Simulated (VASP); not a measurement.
Input of a VASP 6.6.1 run:

Contents of INCAR:

```
SYSTEM = MgO
PREC = Accurate
ENCUT = 520
EDIFF = 1E-6
ISMEAR = -1
SIGMA = 0.05
LREAL = .FALSE.
LASPH = .TRUE.
NELM = 60
ALGO = Normal
ISIF = 2
LWAVE = .FALSE.
LCHARG = .TRUE.
LELF = .TRUE.
LVHAR = .TRUE.
NBANDS = 11
```

The input KPOINTS:

```
regular mesh
0
G
  11 11 11
  0 0 0
```

File POSCAR:

```
MgO
1.0
    0.0000000000      2.0970013927      2.0970013927
    2.0970013927      0.0000000000      2.0970013927
    2.0970013927      2.0970013927      0.0000000000
Mg O
1 1
Direct
    0.0000000000      0.0000000000      0.0000000000
    0.5000000000      0.5000000000      0.5000000000
```

Potentials or basis: VASP PAW LDA potentials, release 64 (Mg, O).

Command:

```console
$ cat potpaw_LDA.64/Mg/POTCAR potpaw_LDA.64/O/POTCAR > POTCAR
$ mpirun -np 1 vasp_std > vasp.out
```

Task: Estimate the band gap on the k mesh.

Result: 4.78 eV, direct.

Task: Predict the pressure.

Result: -5.8 GPa.
